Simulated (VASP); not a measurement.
Here is a VASP 6.6.1 calculation.

The input INCAR:

```
PREC = Accurate
ENCUT = 520
EDIFF = 1E-6
ISMEAR = 0
SIGMA = 0.03
LREAL = F
LASPH = T
NELM = 80
ALGO = Normal
ISIF = 2
LWAVE = F
LCHARG = F
GGA = PE
NBANDS = 26
```

KPOINTS

```
Automatic mesh
0
Gamma
  8 8 5
```

File POSCAR:

```
GaN
1.0
    3.1889999985      0.0000000000      0.0000000000
   -1.5944999992      2.7617550113      0.0000000000
    0.0000000000      0.0000000000      5.1850000000
Ga N
2 2
Direct
    0.3333333333      0.6666666667      0.0000000000
    0.6666666667      0.3333333333      0.5000000000
    0.3333333333      0.6666666667      0.3770000000
    0.6666666667      0.3333333333      0.8770000000
```

Potentials or basis: VASP PAW PBE potentials, release 64 (Ga_d, N).

Command:

```sh
$ cat potpaw_PBE.64/Ga_d/POTCAR potpaw_PBE.64/N/POTCAR > POTCAR
$ mpirun -np 1 vasp_std > vasp.out
```

**Question.** Predict the band gap on the k mesh.

**Answer.** 1.92 eV.

**Question.** Estimate the pressure.

**Answer.** 5.5 GPa.

Stress tensor (GPa, compression positive):
```
5.31 0.00 0.00
0.00 5.31 0.00
0.00 0.00 5.91
```

Caveat: the cell stands under pressure.
